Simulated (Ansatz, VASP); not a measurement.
Al: VASP beside Ansatz

File POSCAR:

```
Al
1.0
    0.0000000000     -3.1887371512      0.0000000000
   -3.1887371512      0.0000000000      0.0000000000
    0.0000000000      0.0000000000     -3.1887371512
Al
2
Direct
    0.5081757679      0.4962227912      0.5027206811
   -0.0081757679      0.0037772088     -0.0027206811
```

Contents of INCAR.step1:

```
PREC = Accurate
ENCUT = 520
ISMEAR = 0
SIGMA = 0.15
LREAL = F
LASPH = T
NELM = 100
NBANDS = 10
GGA = PE
ALGO = Normal
EDIFF = 1E-4
LWAVE = T
LCHARG = F
```

Contents of INCAR.step2:

```
PREC = Accurate
ENCUT = 520
EDIFF = 1E-6
ISMEAR = 0
SIGMA = 0.15
LREAL = F
LASPH = T
NELM = 100
ALGO = Normal
ISIF = 2
LWAVE = F
LCHARG = F
METAGGA = R2SCAN
LMIXTAU = T
NBANDS = 10
ISTART = 1
```

Contents of KPOINTS:

```
regular mesh
0
Gamma
  10 10 10
```

Input for Ansatz:

```yaml
crystal:
  lattice:
    - [0.0, -3.1887371512, 0.0]
    - [-3.1887371512, 0.0, 0.0]
    - [0.0, 0.0, -3.1887371512]
  atoms:
    - { symbol: Al, position: [0.5081757679, 0.4962227912, 0.5027206811] }
    - { symbol: Al, position: [-0.0081757679, 0.0037772088, -0.0027206811] }
basis:
  ecutwfc: 500
kpoints:
  mp_grid: { grid: [10, 10, 10] }
hamiltonian:
  xc: r2scan
scf:
  occupations: { method: gaussian, width: 0.15 }
output:
  forces: true
  stress: true
  eigenvalues: true
```

Change from the starting cell: atom 1 moved 0.06 Å.

Alike in both runs: task single point; functional r2SCAN; k mesh 10 × 10 × 10; occupations gaussian, width 0.15 eV; no spin polarisation.

```csv
,VASP,Ansatz
version,VASP 6.6.1,Ansatz 0.2.0
potentials or method,"VASP PAW PBE potentials, release 64 (Al), cutoff 520 eV","scalar-relativistic, plane waves, PAW"
valence electrons in the cell,6,6
```

|  | VASP | Ansatz | Ansatz less VASP |
| --- | --- | --- | --- |
| gap on the k mesh at the Fermi level (eV) | none | none | - |
| pressure (GPa) | -0.1 | 0.2 | +0.30 |
| traceless stress, the component that is largest in VASP (GPa) | -0.15 | -0.15 | +0.001 |
| rms of the force components (eV/Å) | 0.156 | 0.157 | +0.0006 |

VASP's potentials were made for PBE, not for r2SCAN. Atom by atom the forces differ by 0.001 eV/Å (rms over components). A gap of «none» marks a metal or a gap that the smearing closes.
